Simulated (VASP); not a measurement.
# HBrF2 (Fd-3m) in VASP: single point with r2SCAN

Aim: the single point of HBrF2 with r2SCAN.

Everything below comes from runs of VASP 6.6.1. Logs are shortened: lines on timing, memory, paths and dates and some standing lists are left out, and cuts for length are marked.

## 1. The cell of the first run

Symmetry: Fd-3m, No. 227, cubic system. The conventional cell has a = 9.605 Å, b = 9.605 Å, c = 9.605 Å, α = 90.00°, β = 90.00°, γ = 90.00°. Within 3.0 Å of F (site symmetry 3m) lie 3 Br at 2.30 Å and 3 H at 2.51 Å. Within 3.0 Å of Br (site symmetry -3m) lie 6 F at 2.30 Å. H (site symmetry -3m) has 6 F at 2.51 Å within 3.3 Å.

## 2. Single point, r2SCAN

Contents of POSCAR:

```
HBrF2
1.0
    0.0000000000      4.8024230000      4.8024230000
    4.8024230000      0.0000000000      4.8024230000
    4.8024230000      4.8024230000      0.0000000000
F Br H
8 4 4
Direct
    0.2389900000      0.2389900000      0.2389900000
    0.2169700000      0.7610100000      0.7610100000
    0.2389900000      0.2389900000      0.7830300000
    0.7610100000      0.2169700000      0.7610100000
    0.7830300000      0.2389900000      0.2389900000
    0.7610100000      0.7610100000      0.7610100000
    0.2389900000      0.7830300000      0.2389900000
    0.7610100000      0.7610100000      0.2169700000
    0.0000000000      0.0000000000      0.0000000000
    0.5000000000      0.0000000000      0.0000000000
    0.0000000000      0.0000000000      0.5000000000
    0.0000000000      0.5000000000      0.0000000000
    0.5000000000      0.5000000000      0.5000000000
    0.0000000000      0.5000000000      0.5000000000
    0.5000000000      0.5000000000      0.0000000000
    0.5000000000      0.0000000000      0.5000000000
```

Contents of INCAR.step1:

```
SYSTEM = HBrF2
PREC     = Accurate       ! precision mode
ENCUT    = 520            ! plane-wave cutoff, eV
ISMEAR   = -1             ! smearing method
SIGMA    = 0.1            ! smearing width, eV
LREAL    = Auto         
LASPH    = .TRUE.         ! aspherical terms in the spheres
NELM     = 80             ! most SCF steps
NBANDS   = 58             ! bands
GGA      = PE             ! functional
ALGO     = Normal         ! electronic algorithm
EDIFF    = 1E-4           ! SCF threshold, eV
LWAVE    = .TRUE.         ! write WAVECAR
LCHARG   = .FALSE.        ! write CHGCAR
```

Contents of INCAR.step2:

```
SYSTEM = HBrF2
PREC     = Accurate       ! precision mode
ENCUT    = 520            ! plane-wave cutoff, eV
EDIFF    = 1E-7           ! SCF threshold, eV
ISMEAR   = -1             ! smearing method
SIGMA    = 0.1            ! smearing width, eV
LREAL    = Auto         
LASPH    = .TRUE.         ! aspherical terms in the spheres
NELM     = 80             ! most SCF steps
ALGO     = Normal         ! electronic algorithm
ISIF     = 2              ! what is computed and relaxed
LWAVE    = .FALSE.        ! write WAVECAR
LCHARG   = .TRUE.         ! write CHGCAR
METAGGA  = R2SCAN         ! meta-GGA
LMIXTAU  = .TRUE.       
LELF     = .TRUE.         ! ELF
LVHAR    = .TRUE.       
NBANDS   = 58             ! bands
ISTART   = 1
```

Contents of KPOINTS:

```
Automatic mesh
0
G
  6 6 6
  0 0 0
```

Potentials or basis: VASP PAW PBE potentials, release 64 (F, Br, H).

Launch:

```bash
cat potpaw_PBE.64/F/POTCAR potpaw_PBE.64/Br/POTCAR potpaw_PBE.64/H/POTCAR > POTCAR
cp INCAR.step1 INCAR
mpirun -np 1 vasp_std > vasp.out
cp INCAR.step2 INCAR
mpirun -np 1 vasp_std > vasp.out
```

OUTCAR:

```text
SYSTEM = HBrF2
   PREC = Accurate
   ENCUT = 520
   EDIFF = 1E-7
   ISMEAR = -1
   LREAL = Auto
   LASPH = .TRUE.
   NELM = 80
   ISIF = 2
   METAGGA = R2SCAN
   ISTART = 1

 ion  position               nearest neighbor table
   1  0.239  0.239  0.239-  10 2.30  11 2.30  12 2.30
   2  0.217  0.761  0.761-  11 2.30  12 2.30   9 2.30
   3  0.239  0.239  0.783-  10 2.30  12 2.30   9 2.30
   4  0.761  0.217  0.761-  10 2.30  11 2.30   9 2.30
   5  0.783  0.239  0.239-  11 2.30  12 2.30   9 2.30
   6  0.761  0.761  0.761-  10 2.30  11 2.30  12 2.30
   7  0.239  0.783  0.239-  10 2.30  11 2.30   9 2.30
   8  0.761  0.761  0.217-  10 2.30  12 2.30   9 2.30
   9  0.000  0.000  0.000-   2 2.30   3 2.30   4 2.30   5 2.30   7 2.30   8 2.30
  10  0.500  0.000  0.000-   3 2.30   4 2.30   7 2.30   8 2.30   1 2.30   6 2.30
  11  0.000  0.000  0.500-   2 2.30   4 2.30   5 2.30   7 2.30   6 2.30   1 2.30
  12  0.000  0.500  0.000-   2 2.30   3 2.30   5 2.30   8 2.30   6 2.30   1 2.30
  13  0.500  0.500  0.500-
  14  0.000  0.500  0.500-
  15  0.500  0.500  0.000-
  16  0.500  0.000  0.500-

  LATTYP: Found a face centered cubic cell.
 ALAT       =     9.6048460000

  Lattice vectors:

 A1 = (   0.0000000000,   4.8024230000,   4.8024230000)
 A2 = (   4.8024230000,   0.0000000000,   4.8024230000)
 A3 = (   4.8024230000,   4.8024230000,   0.0000000000)

Analysis of symmetry for initial positions (statically):
=====================================================================
 Subroutine PRICEL returns:
 Original cell was already a primitive cell.

 Routine SETGRP: Setting up the symmetry group for a
 face centered cubic supercell.

 Subroutine GETGRP returns: Found 48 space group operations
 (whereof 12 operations were pure point group operations)
 out of a pool of 48 trial point group operations.

The static configuration has the point symmetry D_3d.
 The point group associated with its full space group is O_h .

Analysis of symmetry for dynamics (positions and initial velocities):
=====================================================================
 Subroutine PRICEL returns:
 Original cell was already a primitive cell.

 Routine SETGRP: Setting up the symmetry group for a
 face centered cubic supercell.

 Subroutine GETGRP returns: Found 48 space group operations
 (whereof 12 operations were pure point group operations)
 out of a pool of 48 trial point group operations.

The dynamic configuration has the point symmetry D_3d.
 The point group associated with its full space group is O_h .

 Subroutine INISYM returns: Found 48 space group operations
 (whereof 12 operations are pure point group operations),
 and found     1 'primitive' translations

----------------------------------------------------------------------------------------

                                     Primitive cell

  volume of cell :     221.5191

  direct lattice vectors                    reciprocal lattice vectors
     0.000000000  4.802423000  4.802423000    -0.104114111  0.104114111  0.104114111
     4.802423000  0.000000000  4.802423000     0.104114111 -0.104114111  0.104114111
     4.802423000  4.802423000  0.000000000     0.104114111  0.104114111 -0.104114111

  length of vectors
     6.791651739  6.791651739  6.791651739     0.180330930  0.180330930  0.180330930

  position of ions in fractional coordinates (direct lattice)
     0.238990000  0.238990000  0.238990000
     0.216970000  0.761010000  0.761010000
     0.238990000  0.238990000  0.783030000
     0.761010000  0.216970000  0.761010000
     0.783030000  0.238990000  0.238990000
     0.761010000  0.761010000  0.761010000
[... 8 lines left out ...]
     0.500000000  0.500000000  0.000000000
     0.500000000  0.000000000  0.500000000

  ion indices of the primitive-cell ions
   primitive index   ion index
                 1           1
                 2           2
                 3           3
                 4           4
                 5           5
                 6           6
[... 8 lines left out ...]
                15          15
                16          16

----------------------------------------------------------------------------------------

 KPOINTS: Automatic mesh

Automatic generation of k-mesh.
 Grid dimensions read from file:
 generate k-points for:    6    6    6

 Generating k-lattice:

  Cartesian coordinates                     Fractional coordinates (reciprocal lattice)
    -0.017352352  0.017352352  0.017352352     0.166666667  0.000000000  0.000000000
     0.017352352 -0.017352352  0.017352352     0.000000000  0.166666667  0.000000000
     0.017352352  0.017352352 -0.017352352     0.000000000  0.000000000  0.166666667

  Length of vectors
     0.030055155  0.030055155  0.030055155

  Shift w.r.t. Gamma in fractional coordinates (k-lattice)
     0.000000000  0.000000000  0.000000000

 Subroutine IBZKPT returns following result:
 ===========================================

 Found     16 irreducible k-points:

 Following reciprocal coordinates:
            Coordinates               Weight
  0.000000  0.000000  0.000000      1.000000
  0.166667  0.000000  0.000000      8.000000
  0.333333  0.000000  0.000000      8.000000
  0.500000  0.000000  0.000000      4.000000
  0.166667  0.166667  0.000000      6.000000
  0.333333  0.166667  0.000000     24.000000
[... 8 lines left out ...]
 -0.333333  0.333333  0.166667     24.000000
 -0.333333  0.500000  0.166667     12.000000
   k-points           NKPTS =     16   k-points in BZ     NKDIM =     16   number of bands    NBANDS=     58
   number of dos      NEDOS =    301   number of ions     NIONS =     16
   total plane-waves  NPLWV = 157464
   dimension x,y,z NGX =    54 NGY =   54 NGZ =   54
   dimension x,y,z NGXF=   108 NGYF=  108 NGZF=  108
   ions per type =               8   4   4
   NGX,Y,Z   is equivalent  to a cutoff of  13.22, 13.22, 13.22 a.u.
   NGXF,Y,Z  is equivalent  to a cutoff of  26.44, 26.44, 26.44 a.u.
 SYSTEM =  HBrF2
   PREC   = accura    normal or accurate (medium, high low for compatibility)
   ISTART =      1    job   : 0-new  1-cont  2-samecut
   ICHARG =      0    charge: 1-file 2-atom 10-const
   ISPIN  =      1    spin polarized calculation?
   LNONCOLLINEAR =      F non collinear calculations
   LSORBIT =      F    spin-orbit coupling
   LASPH  =      T    aspherical Exc in radial PAW
   ENCUT  =  520.0 eV  38.22 Ry    6.18 a.u.  12.63 12.63 12.63*2*pi/ulx,y,z
   NELM   =     80;   NELMIN=  2; NELMDL=  0     # of ELM steps
   EDIFF  = 0.1E-06   stopping-criterion for ELM
   LREAL  =      T    real-space projection
   EDIFFG = 0.1E-05   stopping-criterion for IOM
   NSW    =      0    number of steps for IOM
   IBRION =     -1    ionic relax: 0-MD 1-quasi-New 2-CG
   NFREE  =      0    steps in history (QN), initial steepest desc. (CG)
   ISIF   =      2    stress and relaxation
   ISYM   =      2    0-nonsym 1-usesym 2-fastsym
   POTIM  = 0.5000    time-step for ionic-motion
   TEBEG  =    0.0;   TEEND  =   0.0 temperature during run
   PSTRESS=    0.0 pullay stress
   NELECT =      88.0000    total number of electrons
   NUPDOWN=      -1.0000    fix difference up-down
   EMIN   =  10.00;   EMAX   =-10.00  energy-range for DOS
   EFERMI =   0.00;   METHOD = LEGACY
   ISMEAR =    -1;   SIGMA  =   0.10  broadening in eV -4-tet -1-fermi 0-gaus
   EFERMI_NEDOS =   21; number of points for ismear=-14 and -15
   IALGO  =     38    algorithm
   IMIX   =      4    mixing-type and parameters
     AMIX     =   0.40;   BMIX     =  1.00
     AMIX_MAG =   1.60;   BMIX_MAG =  1.00
  volume/ion in A,a.u.               =      13.84        93.43
  Fermi-wavevector in a.u.,A,eV,Ry     =   1.203461  2.274211 19.705564  1.448318
  Thomas-Fermi vector in A             =   2.339214
   LORBIT       =      0    0 simple, 1 ext, 2 COOP (PROOUT), +10 PAW based schemes
   METAGGA = R2SCAN    functional components
   LHFCALC =     F    Hartree Fock is set to
   AEXX    =    0.0000 exact exchange contribution
   IVDW    =     0    specifies the selected vdW correction
   LEPSILON=     F    determine dielectric tensor
   LRPA    =     F    only Hartree local field effects (RPA)
 non-spin polarized calculation
  energy-cutoff  :      520.00
  volume of cell :      221.52
 maximum number of plane-waves:      6002
 NGX is ok and might be reduce to    54
   NGX = 25   NGY = 25   NGZ = 25

 number of electron      87.9999995 magnetization

 Free energy of the ion-electron system (eV)
  ---------------------------------------------------
  ext. energy  EPLUGINS =         0.00000000
  ---------------------------------------------------
  free energy    TOTEN  =       -77.86749683 eV

  energy without entropy =      -77.25266411  energy(sigma->0) =      -77.56008047

 E-fermi :   0.2613     XC(G=0):  -9.5038

 val. band max:        0.2454535327   @ k =   0.5000   0.3333   0.1667
 cond. band min:       0.2687704704   @ k =  -0.1667   0.1667   0.0000
 fundamental gap:      0.0233169377
 Fermi energy:         0.2612724082

 k-point     1 :       0.0000    0.0000    0.0000
  band No.  band energies     occupation
      1     -24.4372      2.00000
      2     -24.0117      2.00000
      3     -23.9376      2.00000
      4     -23.9376      2.00000
      5     -23.9376      2.00000
      6     -23.8867      2.00000
[... 48 lines left out ...]
     55       9.4775      0.00000
     56       9.4775      0.00000

 k-point     2 :       0.1667    0.0000    0.0000
  band No.  band energies     occupation
      1     -24.4174      2.00000
      2     -24.0378      2.00000
      3     -23.9479      2.00000
      4     -23.9352      2.00000
      5     -23.9352      2.00000
      6     -23.8894      2.00000
[... 48 lines left out ...]
     55       9.5487      0.00000
     56       9.5487      0.00000
[... 765 lines left out ...]
     55       9.8556      0.00000
     56       9.9885      0.00000

 k-point    16 :      -0.3333    0.5000    0.1667
  band No.  band energies     occupation
      1     -24.2325      2.00000
      2     -24.2325      2.00000
      3     -23.9708      2.00000
      4     -23.9708      2.00000
      5     -23.8993      2.00000
      6     -23.8993      2.00000
[... 48 lines left out ...]
     55       9.9787      0.00000
     56       9.9787      0.00000
 [bands above 56 left out]

------------------------ aborting loop because EDIFF is reached ----------------------------------------

  FORCE on cell =-STRESS in cart. coord.  units (eV):
  Direction    XX          YY          ZZ          XY          YZ          ZX
  --------------------------------------------------------------------------------------
  -------------------------------------------------------------------------------------
  Total       11.7250780     11.7250780     11.7250780      0.0000000     -0.0000000      0.0000000
  in kB       84.8037573     84.8037573     84.8037573      0.0000000     -0.0000000      0.0000000
  external PRESSURE =      84.8037573 kB  Pullay stress =       0.0000000 kB

 VOLUME and BASIS-vectors are now :
 -----------------------------------------------------------------------------
  energy-cutoff  :      520.00
  volume of cell :      221.52
      direct lattice vectors                 reciprocal lattice vectors
     0.000000000  4.802423000  4.802423000    -0.104114111  0.104114111  0.104114111
     4.802423000  0.000000000  4.802423000     0.104114111 -0.104114111  0.104114111
     4.802423000  4.802423000  0.000000000     0.104114111  0.104114111 -0.104114111

 POSITION                                       TOTAL-FORCE (eV/Angst)
 -----------------------------------------------------------------------------------
      2.29546      2.29546      2.29546         0.754236      0.754236      0.754236
      7.30938      4.69667      4.69667        -0.754236      0.754236      0.754236
      4.90817      4.90817      2.29546        -0.754236     -0.754236      0.754236
      4.69667      7.30938      4.69667         0.754236     -0.754236      0.754236
      2.29546      4.90817      4.90817         0.754236     -0.754236     -0.754236
      7.30938      7.30938      7.30938        -0.754236     -0.754236     -0.754236
[... 8 lines left out ...]
      2.40121      2.40121      4.80242         0.000000      0.000000     -0.000000
      2.40121      4.80242      2.40121         0.000000      0.000000     -0.000000
 -----------------------------------------------------------------------------------
    total drift:                               -0.000000     -0.000000      0.000000

  FREE ENERGIE OF THE ION-ELECTRON SYSTEM (eV)
  ---------------------------------------------------
  free  energy   TOTEN  =       -77.8674968266 eV

  energy  without entropy=      -77.2526641101  energy(sigma->0) =      -77.56008047
```

Run time: 26 min. Hardware: 1 thread of Intel Xeon Platinum 8375C at 2.90GHz (Ice Lake), shared host; peak memory 0.5 GiB.

What came out:

| Property | Result |
| --- | --- |
| Free energy | -77.8675 eV |
| Pressure | 8.5 GPa |
| Largest force | 1.306 eV/Å |
| Band gap on the k mesh | zero (band 44 reaches 0.38 eV, above the bottom of band 45 at 0.21 eV) |

Forces on the atoms (eV/Å):
```
F    0.754  0.754  0.754
F   -0.754  0.754  0.754
F   -0.754 -0.754  0.754
F    0.754 -0.754  0.754
F    0.754 -0.754 -0.754
F   -0.754 -0.754 -0.754
F   -0.754  0.754 -0.754
F    0.754  0.754 -0.754
Br   0.000  0.000  0.000
Br   0.000  0.000  0.000
Br   0.000  0.000  0.000
Br   0.000  0.000  0.000
H    0.000  0.000  0.000
H    0.000  0.000  0.000
H    0.000  0.000  0.000
H    0.000  0.000  0.000
```

Levels at points of the mesh, in eV from the Fermi level:
```tsv
k point	band 41	band 42	band 43	band 44	band 45	band 46
(0.00, 0.00, 0.00)	-0.29	0.11	0.11	0.11	0.15	0.15
(0.50, 0.00, 0.00)	-0.29	-0.29	-0.21	-0.05	-0.05	0.15
(0.50, 0.50, 0.00)	-0.26	-0.26	-0.16	-0.16	0.14	0.14
```

Caveat: the PAW data sets were made with another functional, which shifts forces and pressure a little.
